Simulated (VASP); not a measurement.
Set up this calculation in VASP 6.6.1, as the native input.

| Property | Result |
| --- | --- |
| Task | single point |
| Functional | PBE |
| Potentials or basis | VASP PAW PBE potentials, release 64 (Ti_sv, O) |
| Cutoff | 520 eV |
| k mesh | 6 × 6 × 10 |
| Occupations | gaussian, width 0.02 eV |
| Spin | no spin polarisation |
| Dipole correction | no |
| Further INCAR settings | ALGO = Normal; EDIFF = 1e-06; NBANDS = 33 |

The structure of TiO2 lies in POSCAR:

```
TiO2
1.0
    4.6433174585      0.0000000000      0.0000000000
    0.0000000000      4.6433174585      0.0000000000
    0.0000000000      0.0000000000      2.9638682881
Ti O
2 4
Direct
    0.5000000000      0.5000000000      0.0000000000
    0.0000000000      0.0000000000      0.5000000000
    0.6948714786      0.6948714786      0.5000000000
    0.8051285214      0.1948714786      0.0000000000
    0.1948714786      0.8051285214      0.0000000000
    0.3051285214      0.3051285214      0.5000000000
```

One way to write it, as run:

INCAR

```
PREC = Accurate
ENCUT = 520
EDIFF = 1E-6
ISMEAR = 0
SIGMA = 0.02
LREAL = False
LASPH = True
NELM = 100
ALGO = Normal
ISIF = 2
LWAVE = False
LCHARG = True
GGA = PE
LELF = True
LVHAR = True
NBANDS = 33
```

KPOINTS

```
regular mesh
0
Gamma
  6 6 10
```

Potentials or basis: VASP PAW PBE potentials, release 64 (Ti_sv, O).

Launch:

```bash
$ cat potpaw_PBE.64/Ti_sv/POTCAR potpaw_PBE.64/O/POTCAR > POTCAR
$ mpirun -np 1 vasp_std > vasp.out
```

It gave:

* Pressure: 0.7 GPa
* Largest force: 0.029 eV/Å
* Band gap on the k mesh: 1.84 eV

It took 2.9 min on 1 thread of Intel Xeon 8259CL, on a shared host, peak memory 0.24 GiB.
